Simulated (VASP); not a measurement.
# KI (I4/mmm) in VASP: notebook

KI is run at these levels: PBE; tasks: single point.

Everything below comes from runs of VASP 6.6.1. Logs are shortened: lines on timing, memory, paths and dates and some standing lists are left out, and cuts for length are marked.

## 1. The cell of the first run

Symmetry: I4/mmm, No. 139, tetragonal system. Conventional cell: a = 4.735 Å, b = 4.735 Å, c = 7.402 Å, α = 90.00°, β = 90.00°, γ = 90.00°. K (site symmetry 4/mmm) has 6 I at 3.35 to 3.70 Å within 4.4 Å. Within 4.4 Å of I (site symmetry 4/mmm) lie 6 K at 3.35 to 3.70 Å.

## 2. Single point, PBE (strain -0.050 along x and y, +0.050 along z)

INCAR reads:

```
ALGO = Normal ; EDIFF = 1E-7
ENCUT = 520 ; GGA = PE
ISIF = 2 ; ISMEAR = 0
LASPH = True ; LCHARG = False
LREAL = False ; LWAVE = False
NBANDS = 15 ; NELM = 100
PREC = Accurate ; SIGMA = 0.05
```

KPOINTS reads:

```
k-points
0
Gamma
  6 6 6
```

POSCAR reads:

```
KI
1.0
    0.0000000000      3.3483225000      3.7007775000
    3.3483225000      0.0000000000      3.7007775000
    3.3483225000      3.3483225000      0.0000000000
K I
1 1
Direct
    0.0000000000      0.0000000000      0.0000000000
    0.5000000000      0.5000000000      0.5000000000
```

Potentials or basis: VASP PAW PBE potentials, release 64 (K_sv, I).

Started as:

```sh
cat potpaw_PBE.64/K_sv/POTCAR potpaw_PBE.64/I/POTCAR > POTCAR
mpirun -np 1 vasp_std > vasp.out
```

OUTCAR:

```text
EDIFF = 1E-7
   ENCUT = 520
   GGA = PE
   ISIF = 2
   ISMEAR = 0
   LASPH = True
   LREAL = False
   NELM = 100
   PREC = Accurate

 ion  position               nearest neighbor table
   1  0.000  0.000  0.000-   2 3.35   2 3.35   2 3.35   2 3.35
   2  0.500  0.500  0.500-   1 3.35   1 3.35   1 3.35   1 3.35

  LATTYP: Found a body centered tetragonal cell.
 ALAT       =     4.7352430907
 C/A-ratio  =     1.5630781479

  Lattice vectors:

 A1 = (  -3.3483225000,   0.0000000000,   3.7007775000)
 A2 = (   3.3483225000,   0.0000000000,   3.7007775000)
 A3 = (   0.0000000000,   3.3483225000,  -3.7007775000)

Analysis of symmetry for initial positions (statically):
=====================================================================
 Subroutine PRICEL returns:
 Original cell was already a primitive cell.

 Routine SETGRP: Setting up the symmetry group for a
 body centered tetragonal supercell.

 Subroutine GETGRP returns: Found 16 space group operations
 (whereof 16 operations were pure point group operations)
 out of a pool of 16 trial point group operations.

The static configuration has the point symmetry D_4h.

Analysis of symmetry for dynamics (positions and initial velocities):
=====================================================================
 Subroutine PRICEL returns:
 Original cell was already a primitive cell.

 Routine SETGRP: Setting up the symmetry group for a
 body centered tetragonal supercell.

 Subroutine GETGRP returns: Found 16 space group operations
 (whereof 16 operations were pure point group operations)
 out of a pool of 16 trial point group operations.

The dynamic configuration has the point symmetry D_4h.

 Subroutine INISYM returns: Found 16 space group operations
 (whereof 16 operations are pure point group operations),
 and found     1 'primitive' translations

----------------------------------------------------------------------------------------

                                     Primitive cell

  volume of cell :      82.9808

  direct lattice vectors                    reciprocal lattice vectors
     0.000000000  3.348322500  3.700777500    -0.149328507  0.149328507  0.135106744
     3.348322500  0.000000000  3.700777500     0.149328507 -0.149328507  0.135106744
     3.348322500  3.348322500  0.000000000     0.149328507  0.149328507 -0.135106744

  length of vectors
     4.990693105  4.990693105  4.735243091     0.250702689  0.250702689  0.250702689

  position of ions in fractional coordinates (direct lattice)
     0.000000000  0.000000000  0.000000000
     0.500000000  0.500000000  0.500000000

  ion indices of the primitive-cell ions
   primitive index   ion index
                 1           1
                 2           2

----------------------------------------------------------------------------------------

 KPOINTS: k-points

Automatic generation of k-mesh.
 Grid dimensions read from file:
 generate k-points for:    6    6    6

 Generating k-lattice:

  Cartesian coordinates                     Fractional coordinates (reciprocal lattice)
    -0.024888085  0.024888085  0.022517791     0.166666667  0.000000000  0.000000000
     0.024888085 -0.024888085  0.022517791     0.000000000  0.166666667  0.000000000
     0.024888085  0.024888085 -0.022517791     0.000000000  0.000000000  0.166666667

  Length of vectors
     0.041783782  0.041783782  0.041783782

  Shift w.r.t. Gamma in fractional coordinates (k-lattice)
     0.000000000  0.000000000  0.000000000

 Subroutine IBZKPT returns following result:
 ===========================================

 Found     30 irreducible k-points:

 Following reciprocal coordinates:
            Coordinates               Weight
  0.000000  0.000000  0.000000      1.000000
  0.166667  0.000000  0.000000      8.000000
  0.333333  0.000000  0.000000      8.000000
  0.500000  0.000000  0.000000      4.000000
  0.166667  0.166667  0.000000      2.000000
  0.333333  0.166667  0.000000      8.000000
[... 16 lines left out ...]
  0.333333  0.000000  0.333333      4.000000
  0.500000  0.000000  0.333333     16.000000
 [... further k-points ...]
   k-points           NKPTS =     30   k-points in BZ     NKDIM =     30   number of bands    NBANDS=     15
   number of dos      NEDOS =    301   number of ions     NIONS =      2
   total plane-waves  NPLWV =  57600
   dimension x,y,z NGX =    40 NGY =   40 NGZ =   36
   dimension x,y,z NGXF=    80 NGYF=   80 NGZF=   72
   ions per type =               1   1
   NGX,Y,Z   is equivalent  to a cutoff of  13.32, 13.32, 12.64 a.u.
   NGXF,Y,Z  is equivalent  to a cutoff of  26.65, 26.65, 25.28 a.u.
 SYSTEM =  unknown system
   PREC   = accura    normal or accurate (medium, high low for compatibility)
   ISTART =      0    job   : 0-new  1-cont  2-samecut
   ICHARG =      2    charge: 1-file 2-atom 10-const
   ISPIN  =      1    spin polarized calculation?
   LNONCOLLINEAR =      F non collinear calculations
   LSORBIT =      F    spin-orbit coupling
   LASPH  =      T    aspherical Exc in radial PAW
   ENCUT  =  520.0 eV  38.22 Ry    6.18 a.u.   9.28  9.28  8.80*2*pi/ulx,y,z
   NELM   =    100;   NELMIN=  2; NELMDL= -5     # of ELM steps
   EDIFF  = 0.1E-06   stopping-criterion for ELM
   LREAL  =      F    real-space projection
   EDIFFG = 0.1E-05   stopping-criterion for IOM
   NSW    =      0    number of steps for IOM
   IBRION =     -1    ionic relax: 0-MD 1-quasi-New 2-CG
   NFREE  =      0    steps in history (QN), initial steepest desc. (CG)
   ISIF   =      2    stress and relaxation
   ISYM   =      2    0-nonsym 1-usesym 2-fastsym
   POTIM  = 0.5000    time-step for ionic-motion
   TEBEG  =    0.0;   TEEND  =   0.0 temperature during run
   PSTRESS=    0.0 pullay stress
   NELECT =      16.0000    total number of electrons
   NUPDOWN=      -1.0000    fix difference up-down
   EMIN   =  10.00;   EMAX   =-10.00  energy-range for DOS
   EFERMI =   0.00;   METHOD = LEGACY
   ISMEAR =     0;   SIGMA  =   0.05  broadening in eV -4-tet -1-fermi 0-gaus
   EFERMI_NEDOS =   21; number of points for ismear=-14 and -15
   IALGO  =     38    algorithm
   IMIX   =      4    mixing-type and parameters
     AMIX     =   0.40;   BMIX     =  1.00
     AMIX_MAG =   1.60;   BMIX_MAG =  1.00
  volume/ion in A,a.u.               =      41.49       279.99
  Fermi-wavevector in a.u.,A,eV,Ry     =   0.945778  1.787260 12.170345  0.894495
  Thomas-Fermi vector in A             =   2.073712
   LORBIT       =      0    0 simple, 1 ext, 2 COOP (PROOUT), +10 PAW based schemes
   GGA     = PE    functional components
   LHFCALC =     F    Hartree Fock is set to
   AEXX    =    0.0000 exact exchange contribution
   IVDW    =     0    specifies the selected vdW correction
   LEPSILON=     F    determine dielectric tensor
   LRPA    =     F    only Hartree local field effects (RPA)
 non-spin polarized calculation
 Gauss-broadening in eV      SIGMA  =   0.05
  energy-cutoff  :      520.00
  volume of cell :       82.98
 maximum number of plane-waves:      2252
 NGX is ok and might be reduce to    40
   NGX = 19   NGY = 19   NGZ = 17

 number of electron      16.0000001 magnetization

 Free energy of the ion-electron system (eV)
  ---------------------------------------------------
  ext. energy  EPLUGINS =         0.00000000
  ---------------------------------------------------
  free energy    TOTEN  =        -5.46489529 eV

  energy without entropy =       -5.46489529  energy(sigma->0) =       -5.46489529

 E-fermi :   0.1611     XC(G=0):  -7.4050

 val. band max:       -0.0626943099   @ k =   0.0000   0.0000   0.0000
 cond. band min:       3.9970279887   @ k =   0.0000   0.0000   0.0000
 fundamental gap:      4.0597222986
 Fermi energy:         0.1611248472

 k-point     1 :       0.0000    0.0000    0.0000
  band No.  band energies     occupation
      1     -28.4693      2.00000
      2     -11.9733      2.00000
      3     -11.9733      2.00000
      4     -11.9689      2.00000
      5     -10.6973      2.00000
      6      -0.1229      2.00000
      7      -0.0627      2.00000
      8      -0.0627      2.00000
      9       3.9970      0.00000
     10       5.9840      0.00000
     11       6.6089      0.00000
     12       6.6089      0.00000
     13       7.0071      0.00000
     14       7.3310      0.00000
     15       9.8123      0.00000

 k-point     2 :       0.1667    0.0000    0.0000
  band No.  band energies     occupation
      1     -28.4685      2.00000
      2     -12.0435      2.00000
      3     -11.9718      2.00000
      4     -11.9718      2.00000
      5     -10.5849      2.00000
      6      -0.5516      2.00000
      7      -0.2191      2.00000
      8      -0.1706      2.00000
      9       4.6331      0.00000
     10       6.2257      0.00000
     11       6.6199      0.00000
     12       6.8997      0.00000
     13       7.3804      0.00000
     14       7.7078      0.00000
     15      10.7306      0.00000

 k-point     3 :       0.3333    0.0000    0.0000
  band No.  band energies     occupation
      1     -28.4670      2.00000
      2     -12.1606      2.00000
      3     -11.9766      2.00000
      4     -11.9687      2.00000
      5     -10.3808      2.00000
      6      -1.2695      2.00000
      7      -0.4232      2.00000
      8      -0.3696      2.00000
      9       5.3293      0.00000
     10       7.0278      0.00000
     11       7.2650      0.00000
     12       7.6615      0.00000
     13       8.3736      0.00000
     14       8.6477      0.00000
     15       9.6239      0.00000
[... 343 lines left out ...]
 k-point    23 :       0.3333    0.0000    0.3333
  band No.  band energies     occupation
      1     -28.4657      2.00000
      2     -12.0857      2.00000
      3     -12.0031      2.00000
      4     -11.9818      2.00000
      5     -10.4534      2.00000
      6      -1.1508      2.00000
      7      -0.4919      2.00000
      8      -0.4112      2.00000
      9       5.0454      0.00000
     10       5.7537      0.00000
     11       7.8326      0.00000
     12       8.3617      0.00000
     13       8.7797      0.00000
     14       9.0638      0.00000
     15       9.7266      0.00000

 k-point    24 :       0.5000    0.0000    0.3333
  band No.  band energies     occupation
      1     -28.4650      2.00000
      2     -12.0764      2.00000
      3     -12.0104      2.00000
      4     -11.9867      2.00000
      5     -10.4494      2.00000
      6      -1.1376      2.00000
      7      -0.6911      2.00000
      8      -0.5132      2.00000
      9       5.1625      0.00000
     10       6.2949      0.00000
     11       7.7677      0.00000
     12       8.3130      0.00000
     13       8.9460      0.00000
     14       9.4009      0.00000
     15      10.0644      0.00000

 [... further k-points ...]

------------------------ aborting loop because EDIFF is reached ----------------------------------------

  FORCE on cell =-STRESS in cart. coord.  units (eV):
  Direction    XX          YY          ZZ          XY          YZ          ZX
  --------------------------------------------------------------------------------------
  -------------------------------------------------------------------------------------
  Total        1.5704365      1.5704365     -0.0614503      0.0000000      0.0000000      0.0000000
  in kB       30.3216917     30.3216917     -1.1864704      0.0000000      0.0000000      0.0000000
  external PRESSURE =      19.8189710 kB  Pullay stress =       0.0000000 kB

 VOLUME and BASIS-vectors are now :
 -----------------------------------------------------------------------------
  energy-cutoff  :      520.00
  volume of cell :       82.98
      direct lattice vectors                 reciprocal lattice vectors
     0.000000000  3.348322500  3.700777500    -0.149328507  0.149328507  0.135106744
     3.348322500  0.000000000  3.700777500     0.149328507 -0.149328507  0.135106744
     3.348322500  3.348322500  0.000000000     0.149328507  0.149328507 -0.135106744

 POSITION                                       TOTAL-FORCE (eV/Angst)
 -----------------------------------------------------------------------------------
      0.00000      0.00000      0.00000        -0.000000      0.000000     -0.000000
      3.34832      3.34832      3.70078         0.000000     -0.000000      0.000000
 -----------------------------------------------------------------------------------
    total drift:                                0.000000     -0.000000     -0.000000

  FREE ENERGIE OF THE ION-ELECTRON SYSTEM (eV)
  ---------------------------------------------------
  free  energy   TOTEN  =        -5.4648952882 eV

  energy  without entropy=       -5.4648952882  energy(sigma->0) =       -5.46489529
```

It took 79 s on 1 thread of AMD EPYC 7R43 (Zen 3), shared host; peak memory 0.19 GiB.

Results:

| Quantity | Value |
| --- | --- |
| Free energy | -5.4649 eV |
| Pressure | 2.0 GPa |
| Band gap on the k mesh | 4.06 eV, direct |

Stress tensor (GPa, compression positive):
```
 3.03  0.00  0.00
 0.00  3.03  0.00
 0.00  0.00 -0.12
```

Levels at points of the mesh, in eV from the valence-band top:
| k point | band 6 | band 7 | band 8 | band 9 | band 10 | band 11 |
| --- | --- | --- | --- | --- | --- | --- |
| (0.00, 0.00, 0.00) | -0.06 | 0.00 | 0.00 | 4.06 | 6.05 | 6.67 |
| (0.50, 0.00, 0.00) | -1.51 | -0.45 | -0.40 | 5.54 | 7.82 | 7.95 |
| (0.50, 0.50, 0.00) | -1.18 | -0.30 | -0.30 | 4.85 | 5.95 | 8.00 |
| (0.50, 0.00, 0.50) | -1.07 | -0.53 | -0.42 | 4.80 | 5.91 | 8.20 |

Caveat: the cell differs from its parent crystal (strain -0.050 along x and y, +0.050 along z); spin-orbit coupling is left out, which moves the levels of the heavy elements.

## 3. Single point, PBE (strain +0.000 along x and y, -0.050 along z)

INCAR reads:

```
SYSTEM = KI
PREC = Accurate
ENCUT = 520
EDIFF = 1E-6
ISMEAR = 0
SIGMA = 0.05
LREAL = .FALSE.
LASPH = .TRUE.
NELM = 60
ALGO = Normal
ISIF = 2
LWAVE = .FALSE.
LCHARG = .FALSE.
GGA = PE
NBANDS = 15
```

KPOINTS reads:

```
Automatic mesh
0
G
  6 6 6
  0 0 0
```

POSCAR reads:

```
KI
1.0
    0.0000000000      3.5245500000      3.3483225000
    3.5245500000      0.0000000000      3.3483225000
    3.5245500000      3.5245500000      0.0000000000
K I
1 1
Direct
    0.0000000000      0.0000000000      0.0000000000
    0.5000000000      0.5000000000      0.5000000000
```

Potentials or basis: VASP PAW PBE potentials, release 64 (K_sv, I).

Started as:

```sh
cat potpaw_PBE.64/K_sv/POTCAR potpaw_PBE.64/I/POTCAR > POTCAR
mpirun -np 1 vasp_std > vasp.out
```

It took 55 s on 1 thread of AMD EPYC 7R43 (Zen 3), shared host; peak memory 0.19 GiB.

The run converged. Its results:

| Quantity | Value |
| --- | --- |
| Free energy | -5.5062 eV |
| Pressure | 1.6 GPa |
| Band gap on the k mesh | 4.08 eV, direct |

Stress tensor (GPa, compression positive):
```
0.97 0.00 0.00
0.00 0.97 0.00
0.00 0.00 3.00
```

Levels at points of the mesh, in eV from the valence-band top:
| k point | band 6 | band 7 | band 8 | band 9 | band 10 | band 11 |
| --- | --- | --- | --- | --- | --- | --- |
| (0.00, 0.00, 0.00) | -0.03 | -0.03 | 0.00 | 4.08 | 6.35 | 6.35 |
| (0.50, 0.00, 0.00) | -1.48 | -0.42 | -0.40 | 5.56 | 7.84 | 8.05 |
| (0.50, 0.50, 0.00) | -1.05 | -0.48 | -0.48 | 4.78 | 5.90 | 8.23 |
| (0.50, 0.00, 0.50) | -1.13 | -0.41 | -0.36 | 4.83 | 5.89 | 8.09 |

Caveat: the cell differs from its parent crystal (strain +0.000 along x and y, -0.050 along z); spin-orbit coupling is left out, which moves the levels of the heavy elements.
